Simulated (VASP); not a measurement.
# WC (Pm) in VASP: single point with r2SCAN

Aim: the single point of WC with r2SCAN.

All numbers are computed with VASP 6.6.1; they aren't measurements. Logs are shortened: lines on timing, memory, paths and dates and some standing lists are left out, and cuts for length are marked.

## (1) The cell of the first run

The structure is monoclinic, space group Pm (No. 6). Conventional cell: a = 2.901 Å, b = 2.829 Å, c = 2.901 Å, α = 90.00°, β = 120.00°, γ = 90.00°. Within 3.0 Å of W (site symmetry m) lie 6 C at 2.17 to 2.21 Å and 8 W at 2.83 to 2.90 Å. Within 3.0 Å of C (site symmetry m) lie 6 W at 2.17 to 2.21 Å and 8 C at 2.83 to 2.90 Å.

## (2) Single point, r2SCAN (all W atoms moved +0.025 Å, as atom 1 along Cartesian [1 1 0])

Input file POSCAR:

```
WC
1.0
    2.9005014360      0.0000000000      0.0000000000
   -1.4502507180      2.5119079273      0.0000000000
    0.0000000000      0.0000000000      2.8290000000
W C
1 1
Direct
    0.0096134677      0.0070375468      0.0000000000
    0.6666666667      0.3333333333      0.5000000000
```

Input file INCAR.step1:

```
SYSTEM = WC
ALGO = Normal ; EDIFF = 1E-4
ENCUT = 520 ; GGA = PE
ISMEAR = 0 ; LASPH = .TRUE.
LCHARG = .FALSE. ; LREAL = .FALSE.
LWAVE = .TRUE. ; NBANDS = 16
NELM = 100 ; PREC = Accurate
SIGMA = 0.15
```

Input file INCAR.step2:

```
SYSTEM = WC
ALGO = Normal ; EDIFF = 1E-6
ENCUT = 520 ; ISIF = 2
ISMEAR = 0 ; ISTART = 1
LASPH = .TRUE. ; LCHARG = .FALSE.
LMIXTAU = .TRUE. ; LREAL = .FALSE.
LWAVE = .FALSE. ; METAGGA = R2SCAN
NBANDS = 16 ; NELM = 100
PREC = Accurate ; SIGMA = 0.15
```

Input file KPOINTS:

```
k-points
0
G
  18 18 16
  0 0 0
```

Potentials or basis: VASP PAW PBE potentials, release 64 (W_sv, C).

Launch:

```bash
$ cat potpaw_PBE.64/W_sv/POTCAR potpaw_PBE.64/C/POTCAR > POTCAR
$ cp INCAR.step1 INCAR
$ mpirun -np 1 vasp_std > vasp.out
$ cp INCAR.step2 INCAR
$ mpirun -np 1 vasp_std > vasp.out
```

OUTCAR:

```text
SYSTEM = WC
   EDIFF = 1E-6
   ENCUT = 520
   ISIF = 2
   ISMEAR = 0
   ISTART = 1
   LASPH = .TRUE.
   LREAL = .FALSE.
   METAGGA = R2SCAN
   NELM = 100
   PREC = Accurate

 ion  position               nearest neighbor table
   1  0.010  0.007  0.000-   2 2.17   2 2.17   2 2.20   2 2.20   2 2.21   2 2.21
   2  0.667  0.333  0.500-   1 2.17   1 2.17   1 2.20   1 2.20   1 2.21   1 2.21

  LATTYP: Found a hexagonal cell.
 ALAT       =     2.9005014360
 C/A-ratio  =     0.9753485949

  Lattice vectors:

 A1 = (   2.9005014360,   0.0000000000,   0.0000000000)
 A2 = (  -1.4502507180,   2.5119079273,   0.0000000000)
 A3 = (   0.0000000000,   0.0000000000,   2.8290000000)

Analysis of symmetry for initial positions (statically):
=====================================================================
 Subroutine PRICEL returns:
 Original cell was already a primitive cell.

 Routine SETGRP: Setting up the symmetry group for a
 hexagonal supercell.

 Subroutine GETGRP returns: Found  2 space group operations
 (whereof  2 operations were pure point group operations)
 out of a pool of 24 trial point group operations.

The static configuration has the point symmetry C_1h.

Analysis of symmetry for dynamics (positions and initial velocities):
=====================================================================
 Subroutine PRICEL returns:
 Original cell was already a primitive cell.

 Routine SETGRP: Setting up the symmetry group for a
 hexagonal supercell.

 Subroutine GETGRP returns: Found  2 space group operations
 (whereof  2 operations were pure point group operations)
 out of a pool of 24 trial point group operations.

The dynamic configuration has the point symmetry C_1h.

 Subroutine INISYM returns: Found  2 space group operations
 (whereof  2 operations are pure point group operations),
 and found     1 'primitive' translations

----------------------------------------------------------------------------------------

                                     Primitive cell

  volume of cell :      20.6115

  direct lattice vectors                    reciprocal lattice vectors
     2.900501436  0.000000000  0.000000000     0.344767973  0.199051882  0.000000000
    -1.450250718  2.511907927  0.000000000     0.000000000  0.398103764  0.000000000
     0.000000000  0.000000000  2.829000000     0.000000000  0.000000000  0.353481796

  length of vectors
     2.900501436  2.900501436  2.829000000     0.398103764  0.398103764  0.353481796

  position of ions in fractional coordinates (direct lattice)
     0.009613468  0.007037547  0.000000000
     0.666666667  0.333333333  0.500000000

  ion indices of the primitive-cell ions
   primitive index   ion index
                 1           1
                 2           2

----------------------------------------------------------------------------------------

 KPOINTS: k-points

Automatic generation of k-mesh.
 Grid dimensions read from file:
 generate k-points for:   18   18   16

 Generating k-lattice:

  Cartesian coordinates                     Fractional coordinates (reciprocal lattice)
     0.019153776  0.011058438  0.000000000     0.055555556  0.000000000  0.000000000
     0.000000000  0.022116876  0.000000000     0.000000000  0.055555556  0.000000000
     0.000000000  0.000000000  0.022092612     0.000000000  0.000000000  0.062500000

  Length of vectors
     0.022116876  0.022116876  0.022092612

  Shift w.r.t. Gamma in fractional coordinates (k-lattice)
     0.000000000  0.000000000  0.000000000

 Subroutine IBZKPT returns following result:
 ===========================================

 Found   1476 irreducible k-points:

 Following reciprocal coordinates:
            Coordinates               Weight
  0.000000  0.000000  0.000000      1.000000
  0.055556  0.000000  0.000000      2.000000
  0.000000  0.055556  0.000000      2.000000
 -0.055556  0.055556  0.000000      2.000000
  0.111111  0.000000  0.000000      2.000000
  0.000000  0.111111  0.000000      2.000000
[... 16 lines left out ...]
  0.444444 -0.000000  0.000000      2.000000
  0.000000  0.444444  0.000000      2.000000
 [... further k-points ...]
   k-points           NKPTS =   1476   k-points in BZ     NKDIM =   1476   number of bands    NBANDS=     16
   number of dos      NEDOS =    301   number of ions     NIONS =      2
   total plane-waves  NPLWV =  13824
   dimension x,y,z NGX =    24 NGY =   24 NGZ =   24
   dimension x,y,z NGXF=    48 NGYF=   48 NGZF=   48
   ions per type =               1   1
   NGX,Y,Z   is equivalent  to a cutoff of  13.76, 13.76, 14.10 a.u.
   NGXF,Y,Z  is equivalent  to a cutoff of  27.51, 27.51, 28.21 a.u.
 SYSTEM =  WC
   PREC   = accura    normal or accurate (medium, high low for compatibility)
   ISTART =      1    job   : 0-new  1-cont  2-samecut
   ICHARG =      0    charge: 1-file 2-atom 10-const
   ISPIN  =      1    spin polarized calculation?
   LNONCOLLINEAR =      F non collinear calculations
   LSORBIT =      F    spin-orbit coupling
   LASPH  =      T    aspherical Exc in radial PAW
   ENCUT  =  520.0 eV  38.22 Ry    6.18 a.u.   5.39  5.39  5.26*2*pi/ulx,y,z
   NELM   =    100;   NELMIN=  2; NELMDL=  0     # of ELM steps
   EDIFF  = 0.1E-05   stopping-criterion for ELM
   LREAL  =      F    real-space projection
   EDIFFG = 0.1E-04   stopping-criterion for IOM
   NSW    =      0    number of steps for IOM
   IBRION =     -1    ionic relax: 0-MD 1-quasi-New 2-CG
   NFREE  =      0    steps in history (QN), initial steepest desc. (CG)
   ISIF   =      2    stress and relaxation
   ISYM   =      2    0-nonsym 1-usesym 2-fastsym
   POTIM  = 0.5000    time-step for ionic-motion
   TEBEG  =    0.0;   TEEND  =   0.0 temperature during run
   PSTRESS=    0.0 pullay stress
   NELECT =      18.0000    total number of electrons
   NUPDOWN=      -1.0000    fix difference up-down
   EMIN   =  10.00;   EMAX   =-10.00  energy-range for DOS
   EFERMI =   0.00;   METHOD = LEGACY
   ISMEAR =     0;   SIGMA  =   0.15  broadening in eV -4-tet -1-fermi 0-gaus
   EFERMI_NEDOS =   21; number of points for ismear=-14 and -15
   IALGO  =     38    algorithm
   IMIX   =      4    mixing-type and parameters
     AMIX     =   0.40;   BMIX     =  1.00
     AMIX_MAG =   1.60;   BMIX_MAG =  1.00
  volume/ion in A,a.u.               =      10.31        69.55
  Fermi-wavevector in a.u.,A,eV,Ry     =   1.564813  2.957068 33.315762  2.448639
  Thomas-Fermi vector in A             =   2.667381
   LORBIT       =      0    0 simple, 1 ext, 2 COOP (PROOUT), +10 PAW based schemes
   METAGGA = R2SCAN    functional components
   LHFCALC =     F    Hartree Fock is set to
   AEXX    =    0.0000 exact exchange contribution
   IVDW    =     0    specifies the selected vdW correction
   LEPSILON=     F    determine dielectric tensor
   LRPA    =     F    only Hartree local field effects (RPA)
 non-spin polarized calculation
 Gauss-broadening in eV      SIGMA  =   0.15
  energy-cutoff  :      520.00
  volume of cell :       20.61
 maximum number of plane-waves:       580
 NGX is ok and might be reduce to    24
   NGX = 11   NGY = 11   NGZ = 11

 number of electron      18.0000001 magnetization

 Free energy of the ion-electron system (eV)
  ---------------------------------------------------
  ext. energy  EPLUGINS =         0.00000000
  ---------------------------------------------------
  free energy    TOTEN  =       -61.60291119 eV

  energy without entropy =      -61.59995717  energy(sigma->0) =      -61.60143418

 E-fermi :  11.0652     XC(G=0): -15.0136

 val. band max:       11.0549611122   @ k =  -0.4444   0.5000  -0.4375
 cond. band min:      11.0663434668   @ k =   0.5000   0.4444   0.4375
 fundamental gap:      0.0113823546
 Fermi energy:        11.0652421416

 k-point     1 :       0.0000    0.0000    0.0000
  band No.  band energies     occupation
      1     -64.8700      2.00000
      2     -28.1753      2.00000
      3     -28.0685      2.00000
      4     -28.0669      2.00000
      5      -4.2344      2.00000
      6       6.5239      2.00000
[... 8 lines left out ...]
     15      26.3928      0.00000
     16      28.5383      0.00000

 k-point     2 :       0.0556    0.0000    0.0000
  band No.  band energies     occupation
      1     -64.8679      2.00000
      2     -28.1716      2.00000
      3     -28.0952      2.00000
      4     -28.0748      2.00000
      5      -4.1488      2.00000
      6       6.5555      2.00000
[... 8 lines left out ...]
     15      26.2211      0.00000
     16      28.7287      0.00000

 k-point     3 :       0.0000    0.0556    0.0000
  band No.  band energies     occupation
      1     -64.8680      2.00000
      2     -28.1716      2.00000
      3     -28.0964      2.00000
      4     -28.0735      2.00000
      5      -4.1502      2.00000
      6       6.5620      2.00000
[... 8 lines left out ...]
     15      26.1512      0.00000
     16      28.8913      0.00000

 k-point     4 :      -0.0556    0.0556    0.0000
  band No.  band energies     occupation
      1     -64.8680      2.00000
      2     -28.1716      2.00000
      3     -28.0962      2.00000
      4     -28.0737      2.00000
      5      -4.1498      2.00000
      6       6.5605      2.00000
[... 8 lines left out ...]
     15      26.1704      0.00000
     16      28.8236      0.00000
[... 324 lines left out ...]
 k-point    22 :      -0.3889    0.3889    0.0000
  band No.  band energies     occupation
      1     -64.8104      2.00000
      2     -28.8524      2.00000
      3     -28.2496      2.00000
      4     -28.0682      2.00000
      5      -1.3370      2.00000
      6       4.0758      2.00000
[... 8 lines left out ...]
     15      26.2119      0.00000
     16      29.1538      0.00000

 k-point    23 :       0.4444   -0.0000    0.0000
  band No.  band energies     occupation
      1     -64.8044      2.00000
      2     -28.9272      2.00000
      3     -28.2687      2.00000
      4     -28.0564      2.00000
      5      -0.8769      2.00000
      6       3.7175      2.00000
[... 8 lines left out ...]
     15      25.2213      0.00000
     16      30.1366      0.00000

 k-point    24 :       0.0000    0.4444    0.0000
  band No.  band energies     occupation
      1     -64.8045      2.00000
      2     -28.9243      2.00000
      3     -28.2668      2.00000
      4     -28.0580      2.00000
      5      -0.9889      2.00000
      6       3.8434      2.00000
[... 8 lines left out ...]
     15      25.2096      0.00000
     16      29.9929      0.00000

 [... further k-points ...]

------------------------ aborting loop because EDIFF is reached ----------------------------------------

  FORCE on cell =-STRESS in cart. coord.  units (eV):
  Direction    XX          YY          ZZ          XY          YZ          ZX
  --------------------------------------------------------------------------------------
  -------------------------------------------------------------------------------------
  Total        0.9223666      0.7263787      0.8132222      0.0977117      0.0000000      0.0000000
  in kB       71.6975628     56.4629977     63.2135322      7.5953409      0.0000000      0.0000000
  external PRESSURE =      63.7913642 kB  Pullay stress =       0.0000000 kB

 VOLUME and BASIS-vectors are now :
 -----------------------------------------------------------------------------
  energy-cutoff  :      520.00
  volume of cell :       20.61
      direct lattice vectors                 reciprocal lattice vectors
     2.900501436  0.000000000  0.000000000     0.344767973  0.199051882  0.000000000
    -1.450250718  2.511907927  0.000000000     0.000000000  0.398103764  0.000000000
     0.000000000  0.000000000  2.829000000     0.000000000  0.000000000  0.353481796

 POSITION                                       TOTAL-FORCE (eV/Angst)
 -----------------------------------------------------------------------------------
      0.01768      0.01768      0.00000        -0.296692     -0.289528      0.000000
      1.45025      0.83730      1.41450         0.296692      0.289528      0.000000
 -----------------------------------------------------------------------------------
    total drift:                                0.000035      0.000036      0.000000

  FREE ENERGIE OF THE ION-ELECTRON SYSTEM (eV)
  ---------------------------------------------------
  free  energy   TOTEN  =       -61.6029111858 eV

  energy  without entropy=      -61.5999571737  energy(sigma->0) =      -61.60143418
```

It took 16 min on 1 thread of Intel Xeon Platinum 8375C at 2.90GHz (Ice Lake), shared host; peak memory 0.56 GiB.

Results:

```
Free energy            : -61.6029 eV
Pressure               : 6.4 GPa
Largest force          : 0.415 eV/Å
Band gap on the k mesh : zero (bands 9 and 10 overlap by 1.32 eV)
```

Forces in eV/Å, atoms in the order of the input:
```
W   -0.297 -0.290  0.000
C    0.297  0.290  0.000
```

Stress tensor (GPa, compression positive):
```
7.17 0.76 0.00
0.76 5.65 0.00
0.00 0.00 6.32
```

Levels at points of the mesh, in eV from the Fermi level:
| k point | band 5 | band 6 | band 7 | band 8 | band 9 | band 10 | band 11 | band 12 | band 13 | band 14 |
| --- | --- | --- | --- | --- | --- | --- | --- | --- | --- | --- |
| (0.00, 0.00, 0.00) | -15.30 | -4.54 | -3.55 | -3.48 | 0.10 | 3.42 | 3.48 | 5.82 | 6.14 | 6.88 |
| (0.50, 0.00, 0.00) | -11.79 | -7.45 | -3.88 | -3.74 | -0.49 | 2.54 | 4.75 | 5.13 | 7.54 | 10.19 |
| (0.00, 0.50, 0.00) | -11.92 | -7.31 | -3.74 | -3.73 | -0.53 | 2.50 | 4.80 | 5.18 | 7.18 | 10.23 |
| (0.50, 0.50, 0.00) | -11.88 | -7.35 | -3.77 | -3.75 | -0.51 | 2.51 | 4.79 | 5.17 | 7.28 | 10.22 |
| (0.00, 0.00, 0.50) | -11.15 | -9.06 | -2.29 | -1.95 | -0.60 | -0.58 | 3.86 | 4.60 | 5.11 | 10.62 |
| (0.50, 0.00, 0.50) | -12.14 | -6.71 | -4.47 | -4.32 | 0.14 | 4.66 | 5.55 | 7.07 | 9.64 | 10.94 |
| (0.00, 0.50, 0.50) | -12.02 | -6.82 | -4.59 | -4.44 | 0.30 | 4.65 | 5.54 | 7.02 | 9.83 | 10.78 |
| (0.50, 0.50, 0.50) | -12.05 | -6.79 | -4.56 | -4.40 | 0.25 | 4.65 | 5.54 | 7.02 | 9.78 | 10.83 |

Caveat: the cell differs from its parent crystal (all W atoms moved +0.025 Å, as atom 1 along Cartesian [1 1 0]); the cell stands under pressure; the PAW data sets were made with another functional, which shifts forces and pressure a little; spin-orbit coupling is left out, which moves the levels of the heavy elements.
